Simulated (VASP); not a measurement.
Crystal: SnSe2.

```xyz
3
Lattice="3.8110 0.0000 0.0000 -1.9055 3.3004 0.0000 0.0000 0.0000 6.1360" Properties=species:S:1:pos:R:3 pbc="T T T"
Sn    0.0000    0.0000    0.0000
Se    1.9055    1.1001    4.6081
Se    0.0000    2.2003    1.5279
```

Base run:

| Property | Result |
| --- | --- |
| Program | VASP 6.6.1 |
| Functional | BLYP |
| Potentials or basis | VASP PAW PBE potentials, release 64 (Sn_d, Se) |
| Cutoff | 520 eV |
| k mesh | 5 × 5 × 3 |
| Occupations | fermi-dirac, width 0.05 eV |
| Spin | no spin polarisation |

Its results: band gap on the k mesh 0.80 eV, indirect (least direct gap 1.05 eV); pressure 10.0 GPa; largest force 1.049 eV/Å.

Task: The run is repeated on the same cell with these changes: functional from BLYP to RPBE; further incar settings from ALGO = Normal; EDIFF = 1e-06; NBANDS = 20 to ALGO = Normal; EDIFF = 1e-07; NBANDS = 20. What comes out?

Result: Band gap on the k mesh 0.88 eV, indirect (least direct gap 1.22 eV); pressure 7.6 GPa; largest force 0.807 eV/Å.

Caveats: the PAW data sets were made with another functional, which shifts forces and pressure a little; spin-orbit coupling is left out, which moves the levels of the heavy elements; this functional lacks dispersion, which binds the layers, so the pressure and a relaxed spacing across them are unreliable.

A k mesh can miss the band edges.
